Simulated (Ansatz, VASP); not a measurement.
# HOs2: VASP beside Ansatz

```
H Os
1.0
     1.47862    0.85368    4.46582
    -1.47862    0.85368    4.46582
     0.00000   -1.70737    4.46582
H Os
1 2
Direct
  0.00000 0.00000 0.00000
  0.75000 0.75000 0.75000
  0.25000 0.25000 0.25000
```

Alike in both runs: task relaxation of cell and atoms; functional PBE; k mesh 6 × 6 × 6; occupations gaussian, width 0.1 eV; no spin polarisation.

|  | VASP | Ansatz |
| --- | --- | --- |
| version | VASP 6.6.1 | Ansatz 0.2.0 |
| potentials or method | VASP PAW PBE potentials, release 64 (H, Os), cutoff 600 eV | scalar-relativistic, plane waves, PAW |
| valence electrons in the cell | 17 | 33 |

Ansatz gave:

| Item | Value |
| --- | --- |
| gap on the k mesh at the Fermi level, each at its own relaxed structure (eV) | none |
| relaxed volume (Å³/atom) | 10.32 |
| relaxed cell length with the largest relative difference (Å) | 4.878 |

Estimate VASP's values.

gap on the k mesh at the Fermi level, each at its own relaxed structure (eV): none; relaxed volume (Å³/atom): 10.34; relaxed cell length with the largest relative difference (Å): 4.877.

A gap of «none» marks a metal or a gap that the smearing closes. VASP's potentials hold 17 valence electrons a cell and Ansatz's 33, so a difference there can come from the potentials and not from the codes.

The k mesh is coarse, so the values compare programs but aren't converged. Neither program's run includes spin-orbit coupling.
